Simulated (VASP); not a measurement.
# LiCl (P1) in VASP: single point with PBE

Aim: the single point of LiCl with PBE.

Program: VASP 6.6.1. These are calculated values, not measurements. Logs are shortened: lines on timing, memory, paths and dates and some standing lists are left out, and cuts for length are marked.

### 1 The cell of the first run

The typed cell holds 4 atoms: a = 3.925 Å, b = 3.925 Å, c = 6.357 Å, α = 90.00°, β = 90.00°, γ = 120.00°.

### 2 Single point, PBE (one atom moved)

INCAR reads:

```
SYSTEM = LiCl
PREC = Accurate
ENCUT = 520
EDIFF = 1E-6
ISMEAR = 0
SIGMA = 0.02
LREAL = .FALSE.
LASPH = .TRUE.
NELM = 100
ALGO = Normal
ISIF = 2
LWAVE = .FALSE.
LCHARG = .FALSE.
GGA = PE
NBANDS = 18
```

KPOINTS reads:

```
Automatic mesh
0
G
  9 9 4
  0 0 0
```

POSCAR reads:

```
LiCl
1.0
    3.9248822083      0.0000000000      0.0000000000
   -1.9624411042      3.3990476993      0.0000000000
    0.0000000000      0.0000000000      6.3571610000
Li Cl
2 2
Direct
    0.6666666700      0.3333333300      0.8760170000
    0.3333333300      0.6666666700      0.3760170000
    0.6666666700      0.3333333300      0.4989840000
    0.4288775986      0.6666666700      0.9989840000
```

Potentials or basis: VASP PAW PBE potentials, release 64 (Li_sv, Cl).

Launch:

```bash
> cat potpaw_PBE.64/Li_sv/POTCAR potpaw_PBE.64/Cl/POTCAR > POTCAR
> mpirun -np 1 vasp_std > vasp.out
```

OUTCAR:

```text
SYSTEM = LiCl
   PREC = Accurate
   ENCUT = 520
   EDIFF = 1E-6
   ISMEAR = 0
   LREAL = .FALSE.
   LASPH = .TRUE.
   NELM = 100
   ISIF = 2
   GGA = PE

 ion  position               nearest neighbor table
   1  0.667  0.333  0.876-   4 2.10   3 2.40   4 2.43
   2  0.333  0.667  0.376-   3 2.40   3 2.40   3 2.40   4 2.43
   3  0.667  0.333  0.499-   1 2.40   2 2.40   2 2.40   2 2.40
   4  0.429  0.667  0.999-   1 2.10   2 2.43   1 2.43

  LATTYP: Found a hexagonal cell.
 ALAT       =     3.9248822083
 C/A-ratio  =     1.6197074619

  Lattice vectors:

 A1 = (   3.9248822083,   0.0000000000,   0.0000000000)
 A2 = (  -1.9624411042,   3.3990476993,   0.0000000000)
 A3 = (   0.0000000000,   0.0000000000,   6.3571610000)

Analysis of symmetry for initial positions (statically):
=====================================================================
 Subroutine PRICEL returns:
 Original cell was already a primitive cell.

 Routine SETGRP: Setting up the symmetry group for a
 hexagonal supercell.

 Subroutine GETGRP returns: Found  1 space group operations
 (whereof  1 operations were pure point group operations)
 out of a pool of 24 trial point group operations.

The static configuration has the point symmetry C_1 .

Analysis of symmetry for dynamics (positions and initial velocities):
=====================================================================
 Subroutine PRICEL returns:
 Original cell was already a primitive cell.

 Routine SETGRP: Setting up the symmetry group for a
 hexagonal supercell.

 Subroutine GETGRP returns: Found  1 space group operations
 (whereof  1 operations were pure point group operations)
 out of a pool of 24 trial point group operations.

The dynamic configuration has the point symmetry C_1 .

 Subroutine INISYM returns: Found  1 space group operations
 (whereof  1 operations are pure point group operations),
 and found     1 'primitive' translations

----------------------------------------------------------------------------------------

                                     Primitive cell

  volume of cell :      84.8100

  direct lattice vectors                    reciprocal lattice vectors
     3.924882208  0.000000000  0.000000000     0.254784716  0.147100025  0.000000000
    -1.962441104  3.399047699  0.000000000     0.000000000  0.294200049  0.000000000
     0.000000000  0.000000000  6.357161000     0.000000000  0.000000000  0.157302922

  length of vectors
     3.924882208  3.924882208  6.357161000     0.294200049  0.294200049  0.157302922

  position of ions in fractional coordinates (direct lattice)
     0.666666670  0.333333330  0.876017000
     0.333333330  0.666666670  0.376017000
     0.666666670  0.333333330  0.498984000
     0.428877599  0.666666670  0.998984000

  ion indices of the primitive-cell ions
   primitive index   ion index
                 1           1
                 2           2
                 3           3
                 4           4

----------------------------------------------------------------------------------------

 KPOINTS: Automatic mesh

Automatic generation of k-mesh.
 Grid dimensions read from file:
 generate k-points for:    9    9    4

 Generating k-lattice:

  Cartesian coordinates                     Fractional coordinates (reciprocal lattice)
     0.028309413  0.016344447  0.000000000     0.111111111 -0.000000000  0.000000000
     0.000000000  0.032688894  0.000000000     0.000000000  0.111111111  0.000000000
     0.000000000  0.000000000  0.039325730     0.000000000  0.000000000  0.250000000

  Length of vectors
     0.032688894  0.032688894  0.039325730

  Shift w.r.t. Gamma in fractional coordinates (k-lattice)
     0.000000000  0.000000000  0.000000000

 Subroutine IBZKPT returns following result:
 ===========================================

 Found    163 irreducible k-points:

 Following reciprocal coordinates:
            Coordinates               Weight
  0.000000  0.000000  0.000000      1.000000
  0.111111  0.000000  0.000000      2.000000
  0.000000  0.111111  0.000000      2.000000
 -0.111111  0.111111  0.000000      2.000000
  0.222222 -0.000000  0.000000      2.000000
  0.000000  0.222222  0.000000      2.000000
[... 16 lines left out ...]
  0.333333  0.111111  0.000000      2.000000
 -0.111111  0.444444  0.000000      2.000000
 [... further k-points ...]
   k-points           NKPTS =    163   k-points in BZ     NKDIM =    163   number of bands    NBANDS=     18
   number of dos      NEDOS =    301   number of ions     NIONS =      4
   total plane-waves  NPLWV =  43200
   dimension x,y,z NGX =    30 NGY =   30 NGZ =   48
   dimension x,y,z NGXF=    60 NGYF=   60 NGZF=   96
   ions per type =               2   2
   NGX,Y,Z   is equivalent  to a cutoff of  12.71, 12.71, 12.55 a.u.
   NGXF,Y,Z  is equivalent  to a cutoff of  25.41, 25.41, 25.10 a.u.
 SYSTEM =  LiCl
   PREC   = accura    normal or accurate (medium, high low for compatibility)
   ISTART =      0    job   : 0-new  1-cont  2-samecut
   ICHARG =      2    charge: 1-file 2-atom 10-const
   ISPIN  =      1    spin polarized calculation?
   LNONCOLLINEAR =      F non collinear calculations
   LSORBIT =      F    spin-orbit coupling
   LASPH  =      T    aspherical Exc in radial PAW
   ENCUT  =  520.0 eV  38.22 Ry    6.18 a.u.   7.30  7.30 11.82*2*pi/ulx,y,z
   NELM   =    100;   NELMIN=  2; NELMDL= -5     # of ELM steps
   EDIFF  = 0.1E-05   stopping-criterion for ELM
   LREAL  =      F    real-space projection
   EDIFFG = 0.1E-04   stopping-criterion for IOM
   NSW    =      0    number of steps for IOM
   IBRION =     -1    ionic relax: 0-MD 1-quasi-New 2-CG
   NFREE  =      0    steps in history (QN), initial steepest desc. (CG)
   ISIF   =      2    stress and relaxation
   ISYM   =      2    0-nonsym 1-usesym 2-fastsym
   POTIM  = 0.5000    time-step for ionic-motion
   TEBEG  =    0.0;   TEEND  =   0.0 temperature during run
   PSTRESS=    0.0 pullay stress
   NELECT =      20.0000    total number of electrons
   NUPDOWN=      -1.0000    fix difference up-down
   EMIN   =  10.00;   EMAX   =-10.00  energy-range for DOS
   EFERMI =   0.00;   METHOD = LEGACY
   ISMEAR =     0;   SIGMA  =   0.02  broadening in eV -4-tet -1-fermi 0-gaus
   EFERMI_NEDOS =   21; number of points for ismear=-14 and -15
   IALGO  =     38    algorithm
   IMIX   =      4    mixing-type and parameters
     AMIX     =   0.40;   BMIX     =  1.00
     AMIX_MAG =   1.60;   BMIX_MAG =  1.00
  volume/ion in A,a.u.               =      21.20       143.08
  Fermi-wavevector in a.u.,A,eV,Ry     =   1.011430  1.911325 13.918631  1.022990
  Thomas-Fermi vector in A             =   2.144479
   LORBIT       =      0    0 simple, 1 ext, 2 COOP (PROOUT), +10 PAW based schemes
   GGA     = PE    functional components
   LHFCALC =     F    Hartree Fock is set to
   AEXX    =    0.0000 exact exchange contribution
   IVDW    =     0    specifies the selected vdW correction
   LEPSILON=     F    determine dielectric tensor
   LRPA    =     F    only Hartree local field effects (RPA)
 non-spin polarized calculation
 Gauss-broadening in eV      SIGMA  =   0.02
  energy-cutoff  :      520.00
  volume of cell :       84.81
 maximum number of plane-waves:      2316
 NGX is ok and might be reduce to    30
   NGX = 15   NGY = 15   NGZ = 23

 number of electron      19.9999994 magnetization

 Free energy of the ion-electron system (eV)
  ---------------------------------------------------
  ext. energy  EPLUGINS =         0.00000000
  ---------------------------------------------------
  free energy    TOTEN  =       -14.70795352 eV

  energy without entropy =      -14.70795352  energy(sigma->0) =      -14.70795352

 E-fermi :  -1.0445     XC(G=0):  -7.5652

 val. band max:       -1.2255729644   @ k =   0.0000   0.0000   0.0000
 cond. band min:       4.5548052686   @ k =   0.0000   0.0000   0.0000
 fundamental gap:      5.7803782330
 Fermi energy:        -1.0444600052

 k-point     1 :       0.0000    0.0000    0.0000
  band No.  band energies     occupation
      1     -44.3276      2.00000
      2     -44.2332      2.00000
      3     -14.0213      2.00000
      4     -13.7362      2.00000
      5      -3.3049      2.00000
      6      -1.9078      2.00000
[... 10 lines left out ...]
     17       9.4786      0.00000
     18      10.3333      0.00000

 k-point     2 :       0.1111    0.0000    0.0000
  band No.  band energies     occupation
      1     -44.3275      2.00000
      2     -44.2331      2.00000
      3     -13.9960      2.00000
      4     -13.7216      2.00000
      5      -3.2469      2.00000
      6      -1.9692      2.00000
[... 10 lines left out ...]
     17       9.5727      0.00000
     18      10.4539      0.00000

 k-point     3 :       0.0000    0.1111    0.0000
  band No.  band energies     occupation
      1     -44.3275      2.00000
      2     -44.2331      2.00000
      3     -13.9958      2.00000
      4     -13.7247      2.00000
      5      -3.2447      2.00000
      6      -2.0160      2.00000
[... 10 lines left out ...]
     17       9.6079      0.00000
     18      10.5330      0.00000

 k-point     4 :      -0.1111    0.1111    0.0000
  band No.  band energies     occupation
      1     -44.3275      2.00000
      2     -44.2331      2.00000
      3     -13.9956      2.00000
      4     -13.7262      2.00000
      5      -3.2433      2.00000
      6      -2.0433      2.00000
[... 10 lines left out ...]
     17       9.5292      0.00000
     18      10.3107      0.00000

 k-point     5 :       0.2222   -0.0000    0.0000
  band No.  band energies     occupation
      1     -44.3272      2.00000
      2     -44.2329      2.00000
      3     -13.9298      2.00000
      4     -13.6852      2.00000
      5      -3.0899      2.00000
      6      -2.2834      2.00000
[... 10 lines left out ...]
     17       9.6617      0.00000
     18      10.7036      0.00000

 k-point     6 :       0.0000    0.2222    0.0000
  band No.  band energies     occupation
      1     -44.3272      2.00000
      2     -44.2328      2.00000
      3     -13.9281      2.00000
      4     -13.6976      2.00000
      5      -3.0808      2.00000
      6      -2.3408      2.00000
[... 10 lines left out ...]
     17       9.7072      0.00000
     18      10.4731      0.00000

 k-point     7 :      -0.2222    0.2222    0.0000
  band No.  band energies     occupation
      1     -44.3272      2.00000
      2     -44.2328      2.00000
      3     -13.9265      2.00000
      4     -13.7037      2.00000
      5      -3.0754      2.00000
      6      -2.3658      2.00000
[... 10 lines left out ...]
     17       9.7410      0.00000
     18      10.3101      0.00000

 k-point     8 :       0.3333    0.0000    0.0000
  band No.  band energies     occupation
      1     -44.3269      2.00000
      2     -44.2326      2.00000
      3     -13.8494      2.00000
      4     -13.6456      2.00000
      5      -2.9387      2.00000
      6      -2.7225      2.00000
[... 10 lines left out ...]
     17      10.3355      0.00000
     18      11.1887      0.00000
[... 229 lines left out ...]
     17      10.0671      0.00000
     18      10.6653      0.00000

 k-point    20 :      -0.2222    0.3333    0.0000
  band No.  band energies     occupation
      1     -44.3270      2.00000
      2     -44.2325      2.00000
      3     -13.8677      2.00000
      4     -13.6924      2.00000
      5      -2.9362      2.00000
      6      -2.5135      2.00000
[... 10 lines left out ...]
     17       9.7380      0.00000
     18      10.4955      0.00000

 k-point    21 :       0.1111    0.2222    0.0000
  band No.  band energies     occupation
      1     -44.3270      2.00000
      2     -44.2327      2.00000
      3     -13.8741      2.00000
      4     -13.6701      2.00000
      5      -2.9537      2.00000
      6      -2.5768      2.00000
[... 10 lines left out ...]
     17      10.3240      0.00000
     18      10.6247      0.00000

 k-point    22 :       0.3333   -0.1111    0.0000
  band No.  band energies     occupation
      1     -44.3270      2.00000
      2     -44.2327      2.00000
      3     -13.8746      2.00000
      4     -13.6656      2.00000
      5      -2.9527      2.00000
      6      -2.5507      2.00000
[... 10 lines left out ...]
     17       9.9876      0.00000
     18      10.9284      0.00000

 k-point    23 :       0.3333    0.1111    0.0000
  band No.  band energies     occupation
      1     -44.3268      2.00000
      2     -44.2325      2.00000
      3     -13.8058      2.00000
      4     -13.6304      2.00000
      5      -3.0003      2.00000
      6      -2.7208      2.00000
[... 10 lines left out ...]
     17      10.5910      0.00000
     18      11.1275      0.00000

 k-point    24 :      -0.1111    0.4444    0.0000
  band No.  band energies     occupation
      1     -44.3268      2.00000
      2     -44.2323      2.00000
      3     -13.7899      2.00000
      4     -13.6718      2.00000
      5      -2.9734      2.00000
      6      -2.6513      2.00000
[... 10 lines left out ...]
     17      10.3451      0.00000
     18      10.8810      0.00000

 [... further k-points ...]

------------------------ aborting loop because EDIFF is reached ----------------------------------------

  FORCE on cell =-STRESS in cart. coord.  units (eV):
  Direction    XX          YY          ZZ          XY          YZ          ZX
  --------------------------------------------------------------------------------------
  -------------------------------------------------------------------------------------
  Total        0.6341015      0.2712681      0.0173084     -0.9225562      0.3530794     -0.5579228
  in kB       11.9790471      5.1246267      0.3269803    -17.4283526      6.6701538    -10.5399260
  external PRESSURE =       5.8102180 kB  Pullay stress =       0.0000000 kB

 VOLUME and BASIS-vectors are now :
 -----------------------------------------------------------------------------
  energy-cutoff  :      520.00
  volume of cell :       84.81
      direct lattice vectors                 reciprocal lattice vectors
     3.924882208  0.000000000  0.000000000     0.254784716  0.147100025  0.000000000
    -1.962441104  3.399047699  0.000000000     0.000000000  0.294200049  0.000000000
     0.000000000  0.000000000  6.357161000     0.000000000  0.000000000  0.157302922

 POSITION                                       TOTAL-FORCE (eV/Angst)
 -----------------------------------------------------------------------------------
      1.96244      1.13302      5.56898         0.851096     -0.473476     -0.293193
     -0.00000      2.26603      2.39040         0.050815     -0.001205     -0.012760
      1.96244      1.13302      3.17212         0.058948     -0.019380     -0.010173
      0.37500      2.26603      6.35070        -0.960859      0.494061      0.316127
 -----------------------------------------------------------------------------------
    total drift:                               -0.000078      0.000092     -0.000073

  FREE ENERGIE OF THE ION-ELECTRON SYSTEM (eV)
  ---------------------------------------------------
  free  energy   TOTEN  =       -14.7079535229 eV

  energy  without entropy=      -14.7079535229  energy(sigma->0) =      -14.70795352
```

Run time: 4.8 min. Hardware: 1 thread of Oxide Virtual Turin-like, shared host; peak memory 0.29 GiB.

What came out:

```
Free energy            : -14.7080 eV
Largest force          : 1.126 eV/Å
Band gap on the k mesh : 5.78 eV, direct
```

Forces on the atoms (eV/Å):
```
Li   0.851 -0.473 -0.293
Li   0.051 -0.001 -0.013
Cl   0.059 -0.019 -0.010
Cl  -0.961  0.494  0.316
```

Caveat: the cell differs from its parent crystal (one atom moved); the cutoff is under 1.25 times the usual one of these potentials, so pressure, stress and relaxed cells hold a basis-set (Pulay) error; forces of over 1 eV/Å act on the atoms, so gaps and moduli don't describe the material at rest. A k mesh can miss the band edges.
